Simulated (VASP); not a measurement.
# In3As (Pm-3m) in VASP: further runs, part 2 of 2

VASP 6.6.1. Earlier steps stand in the parts before.

## Step 5: Relaxation of cell and atoms, PBEsol, target pressure 10 GPa, at which the enthalpy is minimised

This run uses another cell than the first one, of 25.49 Å³/atom, 1.056 times its volume.

File INCAR:

```
PREC = Accurate
ENCUT = 600
EDIFF = 1E-6
ISMEAR = -1
SIGMA = 0.05
LREAL = F
LASPH = T
NELM = 60
ALGO = Normal
ISIF = 3
LWAVE = F
LCHARG = F
GGA = PS
IBRION = 2
NSW = 60
EDIFFG = -0.01
PSTRESS = 100.0
```

File KPOINTS:

```
Automatic mesh
0
Gamma
  6 6 6
```

File POSCAR:

```
In3As
1.0
    4.6716810000      0.0000000000      0.0000000000
    0.0000000000      4.6716810000      0.0000000000
    0.0000000000      0.0000000000      4.6716810000
In As
3 1
Direct
    0.5000000000      0.5000000000      0.0000000000
    0.5000000000      0.0000000000      0.5000000000
    0.0000000000      0.5000000000      0.5000000000
    0.0000000000      0.0000000000      0.0000000000
```

Potentials or basis: VASP PAW PBE potentials, release 64 (In_d, As).

Command:

```sh
> cat potpaw_PBE.64/In_d/POTCAR potpaw_PBE.64/As/POTCAR > POTCAR
> mpirun -np 1 vasp_std > vasp.out
```

OUTCAR:

```text
PREC = Accurate
   ENCUT = 600
   EDIFF = 1E-6
   ISMEAR = -1
   LREAL = F
   LASPH = T
   NELM = 60
   ISIF = 3
   GGA = PS
   IBRION = 2
   NSW = 60
   EDIFFG = -0.01
   PSTRESS = 100.0

 ion  position               nearest neighbor table
   1  0.500  0.500  0.000-   2 3.30   3 3.30   4 3.30   2 3.30   3 3.30   2 3.30   4 3.30   2 3.30
                             3 3.30   4 3.30   3 3.30   4 3.30
   2  0.500  0.000  0.500-   1 3.30   3 3.30   4 3.30   1 3.30   4 3.30   1 3.30   3 3.30   1 3.30
                             3 3.30   4 3.30   4 3.30   3 3.30
   3  0.000  0.500  0.500-   1 3.30   2 3.30   4 3.30   1 3.30   4 3.30   2 3.30   4 3.30   4 3.30
                             1 3.30   2 3.30   1 3.30   2 3.30
   4  0.000  0.000  0.000-   1 3.30   2 3.30   3 3.30   2 3.30   3 3.30   1 3.30   3 3.30   3 3.30
                             1 3.30   2 3.30   2 3.30   1 3.30

  LATTYP: Found a simple cubic cell.
 ALAT       =     4.6716810000

  Lattice vectors:

 A1 = (   4.6716810000,   0.0000000000,   0.0000000000)
 A2 = (   0.0000000000,   4.6716810000,   0.0000000000)
 A3 = (   0.0000000000,   0.0000000000,   4.6716810000)

Analysis of symmetry for initial positions (statically):
=====================================================================
 Subroutine PRICEL returns:
 Original cell was already a primitive cell.

 Routine SETGRP: Setting up the symmetry group for a
 simple cubic supercell.

 Subroutine GETGRP returns: Found 48 space group operations
 (whereof 48 operations were pure point group operations)
 out of a pool of 48 trial point group operations.

The static configuration has the point symmetry O_h .

Analysis of symmetry for dynamics (positions and initial velocities):
=====================================================================
 Subroutine PRICEL returns:
 Original cell was already a primitive cell.

 Routine SETGRP: Setting up the symmetry group for a
 simple cubic supercell.

 Subroutine GETGRP returns: Found 48 space group operations
 (whereof 48 operations were pure point group operations)
 out of a pool of 48 trial point group operations.

The dynamic configuration has the point symmetry O_h .

 Subroutine INISYM returns: Found 48 space group operations
 (whereof 48 operations are pure point group operations),
 and found     1 'primitive' translations

----------------------------------------------------------------------------------------

                                     Primitive cell

  volume of cell :     101.9576

  direct lattice vectors                    reciprocal lattice vectors
     4.671681000  0.000000000  0.000000000     0.214055711  0.000000000  0.000000000
     0.000000000  4.671681000  0.000000000     0.000000000  0.214055711  0.000000000
     0.000000000  0.000000000  4.671681000     0.000000000  0.000000000  0.214055711

  length of vectors
     4.671681000  4.671681000  4.671681000     0.214055711  0.214055711  0.214055711

  position of ions in fractional coordinates (direct lattice)
     0.500000000  0.500000000  0.000000000
     0.500000000  0.000000000  0.500000000
     0.000000000  0.500000000  0.500000000
     0.000000000  0.000000000  0.000000000

  ion indices of the primitive-cell ions
   primitive index   ion index
                 1           1
                 2           2
                 3           3
                 4           4

----------------------------------------------------------------------------------------

 KPOINTS: Automatic mesh

[... 29 lines left out ...]
  0.333333  0.166667  0.000000     24.000000
[... 12 lines left out ...]
  0.500000  0.500000  0.333333      6.000000
  0.500000  0.500000  0.500000      1.000000
   k-points           NKPTS =     20   k-points in BZ     NKDIM =     20   number of bands    NBANDS=     26
   number of dos      NEDOS =    301   number of ions     NIONS =      4
   total plane-waves  NPLWV =  64000
   dimension x,y,z NGX =    40 NGY =   40 NGZ =   40
   dimension x,y,z NGXF=    80 NGYF=   80 NGZF=   80
   ions per type =               3   1
   NGX,Y,Z   is equivalent  to a cutoff of  14.23, 14.23, 14.23 a.u.
   NGXF,Y,Z  is equivalent  to a cutoff of  28.47, 28.47, 28.47 a.u.
 SYSTEM =  unknown system
   PREC   = accura    normal or accurate (medium, high low for compatibility)
   ISTART =      0    job   : 0-new  1-cont  2-samecut
   ICHARG =      2    charge: 1-file 2-atom 10-const
   ISPIN  =      1    spin polarized calculation?
   LNONCOLLINEAR =      F non collinear calculations
   LSORBIT =      F    spin-orbit coupling
   LASPH  =      T    aspherical Exc in radial PAW
   ENCUT  =  600.0 eV  44.10 Ry    6.64 a.u.   9.33  9.33  9.33*2*pi/ulx,y,z
   NELM   =     60;   NELMIN=  2; NELMDL= -5     # of ELM steps
   EDIFF  = 0.1E-05   stopping-criterion for ELM
   LREAL  =      F    real-space projection
   EDIFFG = -.1E-01   stopping-criterion for IOM
   NSW    =     60    number of steps for IOM
   IBRION =      2    ionic relax: 0-MD 1-quasi-New 2-CG
   NFREE  =      1    steps in history (QN), initial steepest desc. (CG)
   ISIF   =      3    stress and relaxation
   ISYM   =      2    0-nonsym 1-usesym 2-fastsym
   POTIM  = 0.5000    time-step for ionic-motion
   TEBEG  =    0.0;   TEEND  =   0.0 temperature during run
   PSTRESS=  100.0 pullay stress
   NELECT =      44.0000    total number of electrons
   NUPDOWN=      -1.0000    fix difference up-down
   EMIN   =  10.00;   EMAX   =-10.00  energy-range for DOS
   EFERMI =   0.00;   METHOD = LEGACY
   ISMEAR =    -1;   SIGMA  =   0.05  broadening in eV -4-tet -1-fermi 0-gaus
   EFERMI_NEDOS =   21; number of points for ismear=-14 and -15
   IALGO  =     38    algorithm
   IMIX   =      4    mixing-type and parameters
     AMIX     =   0.40;   BMIX     =  1.00
     AMIX_MAG =   1.60;   BMIX_MAG =  1.00
  volume/ion in A,a.u.               =      25.49       172.01
  Fermi-wavevector in a.u.,A,eV,Ry     =   1.237141  2.337858 20.823961  1.530518
  Thomas-Fermi vector in A             =   2.371720
   LORBIT       =      0    0 simple, 1 ext, 2 COOP (PROOUT), +10 PAW based schemes
   GGA     = PS    functional components
   LHFCALC =     F    Hartree Fock is set to
   AEXX    =    0.0000 exact exchange contribution
   IVDW    =     0    specifies the selected vdW correction
   LEPSILON=     F    determine dielectric tensor
   LRPA    =     F    only Hartree local field effects (RPA)
 conjugate gradient relaxation of ions
 non-spin polarized calculation
  energy-cutoff  :      600.00
  volume of cell :      101.96
 maximum number of plane-waves:      3448
 NGX is ok and might be reduce to    40
   NGX = 19   NGY = 19   NGZ = 19

--------------------------------------- Ionic step        1  -------------------------------------------

 number of electron      44.0000015 magnetization

 Free energy of the ion-electron system (eV)
  ---------------------------------------------------
  ext. energy  EPLUGINS =         0.00000000
  ---------------------------------------------------
  free energy    TOTEN  =       -13.71754046 eV

  energy without entropy =      -13.70222236  energy(sigma->0) =      -13.70988141

------------------------ aborting loop because EDIFF is reached ----------------------------------------

  FORCE on cell =-STRESS in cart. coord.  units (eV):
  Direction    XX          YY          ZZ          XY          YZ          ZX
  --------------------------------------------------------------------------------------
  -------------------------------------------------------------------------------------
  Total       -1.4961134     -1.4961134     -1.4961134      0.0000000      0.0000000     -0.0000000
  in kB      -23.5101584    -23.5101584    -23.5101584      0.0000000      0.0000000     -0.0000000
  external PRESSURE =    -123.5101584 kB  Pullay stress =     100.0000000 kB
[... 27 lines left out ...]
--------------------------------------- Ionic step        2  -------------------------------------------

 number of electron      44.0000006 magnetization

 E-fermi :  10.5476     XC(G=0): -11.7497

 val. band max:       10.4223773407   @ k =   0.3333   0.3333   0.3333
 cond. band min:      10.5706557630   @ k =   0.3333   0.0000   0.0000
 fundamental gap:      0.1482784223
 Fermi energy:        10.5476087637

 k-point     1 :       0.0000    0.0000    0.0000
  band No.  band energies     occupation
      1      -5.1275      2.00000
      2      -5.0003      2.00000
      3      -5.0003      2.00000
      4      -5.0003      2.00000
      5      -4.7028      2.00000
      6      -4.7028      2.00000
[... 688 lines left out ...]
--------------------------------------- Ionic step        5  -------------------------------------------

 number of electron      43.9999983 magnetization

 Free energy of the ion-electron system (eV)
  ---------------------------------------------------
  ext. energy  EPLUGINS =         0.00000000
  ---------------------------------------------------
  free energy    TOTEN  =       -13.41580368 eV

  energy without entropy =      -13.39983897  energy(sigma->0) =      -13.40782133

 E-fermi :   8.9370     XC(G=0): -11.2307

 val. band max:        8.9153994203   @ k =   0.3333   0.3333   0.3333
 cond. band min:       8.9499930770   @ k =   0.3333   0.1667   0.0000
 fundamental gap:      0.0345936567
 Fermi energy:         8.9370104013

 k-point     1 :       0.0000    0.0000    0.0000
  band No.  band energies     occupation
      1      -6.1975      2.00000
      2      -6.1262      2.00000
      3      -6.1262      2.00000
      4      -6.1262      2.00000
      5      -5.8778      2.00000
      6      -5.8778      2.00000
[... 604 lines left out ...]
  energy  without entropy=      -13.3998389702  energy(sigma->0) =      -13.40782133

  enthalpy is  TOTEN    =        -8.1844328854 eV   P V=        5.2313707978

 reached required accuracy - stopping structural energy minimisation
```

OSZICAR:

```text
N       E                     dE             d eps       ncg     rms          rms(c)
DAV:   1     0.388051403769E+03    0.38805E+03   -0.23559E+04  1040   0.239E+03
DAV:   2     0.211687173140E+02   -0.36688E+03   -0.36382E+03  1040   0.492E+02
DAV:   3    -0.126477027979E+02   -0.33816E+02   -0.33156E+02  1348   0.171E+02
DAV:   4    -0.139023529313E+02   -0.12547E+01   -0.12444E+01  1210   0.340E+01
[... 43 lines left out ...]
DAV:   2    -0.134160987309E+02    0.18530E-02   -0.44732E-03  1382   0.123E+00    0.987E-02
DAV:   3    -0.134158234143E+02    0.27532E-03   -0.95419E-04  1430   0.530E-01    0.369E-02
DAV:   4    -0.134158078607E+02    0.15554E-04   -0.34489E-05  1052   0.507E-02    0.139E-02
DAV:   5    -0.134158045144E+02    0.33463E-05   -0.33516E-06   832   0.249E-02    0.484E-03
DAV:   6    -0.134158036832E+02    0.83122E-06   -0.10529E-06   582   0.118E-02
   5 F= -.81844329E+01 E0= -.81764505E+01  d E =-.154721E-04
```

Run time: 4.6 min. Hardware: 1 thread of Intel Xeon 6975P-C, shared host; peak memory 0.28 GiB.

Results:

- Free energy: -13.4158 eV
- Relaxed volume: 20.95 Å³/atom
- Relaxed cell: a = 4.376 Å, b = 4.376 Å, c = 4.376 Å, α = 90.00°, β = 90.00°, γ = 90.00°
- Space group after relaxing (to 0.05 Å): Pm-3m (No. 221)
- Energy change on relaxing (the enthalpy is what falls): +75.4 meV/atom
- Ionic steps: 5
- Pressure after relaxing: 9.9 GPa
- Band gap on the k mesh: zero (band 22 reaches 9.75 eV, above the bottom of band 23 at 4.56 eV)

The path:
```csv
step,energy change (eV),largest force (eV/Å),pressure (GPa),volume (Å³)
1,0.0000,0.0000,-2.35,101.96
2,1.1043,0.0000,22.63,75.62
3,0.2922,0.0000,9.71,83.97
4,0.3130,0.0000,10.12,83.64
5,0.3017,0.0000,9.93,83.82
```

Final structure:
```
CELL_PARAMETERS angstrom
4.37632 0.00000 0.00000
0.00000 4.37632 0.00000
0.00000 0.00000 4.37632
ATOMIC_POSITIONS crystal
In 0.50000 0.50000 0.00000
In 0.50000 0.00000 0.50000
In 0.00000 0.50000 0.50000
As 0.00000 0.00000 0.00000
```

Caveat: the cell is relaxed towards a set pressure, so the enthalpy falls and the energy may rise; the volume moved by over 15 % at a fixed basis, so the end points are rough; the PAW data sets were made with another functional, which shifts forces and pressure a little; spin-orbit coupling is left out, which moves the levels of the heavy elements.

## Step 6: Summary

| task | cell | cutoff (eV) | gap on the mesh (eV) | pressure (GPa) |
| --- | --- | --- | --- | --- |
| single point | a = 4.588 Å, 4 atoms | 520 | none | 0.0 |
| relaxation of cell and atoms | relaxed to 2 GPa from a = 4.672 Å, 4 atoms | 600 | none | 2.0 |
| relaxation of cell and atoms | relaxed to 5 GPa from a = 4.672 Å, 4 atoms | 600 | none | 5.0 |
| relaxation of cell and atoms | relaxed to 10 GPa from a = 4.672 Å, 4 atoms | 600 | none | 9.9 |

Alike in all rows: level PBEsol; potentials or basis VASP PAW PBE potentials, release 64 (In_d, As); no spin polarisation; k mesh 6 × 6 × 6; smearing fermi-dirac 0.05 eV.

Caveats: the PAW data sets were made with another functional, which shifts forces and pressure a little; spin-orbit coupling is left out, which moves the levels of the heavy elements; the cell is relaxed towards a set pressure, so the enthalpy falls and the energy may rise (some runs); the volume moved by over 15 % at a fixed basis, so the end points are rough (some runs).

Total energies depend on the potentials used, so only differences within one code and one set of settings carry meaning.
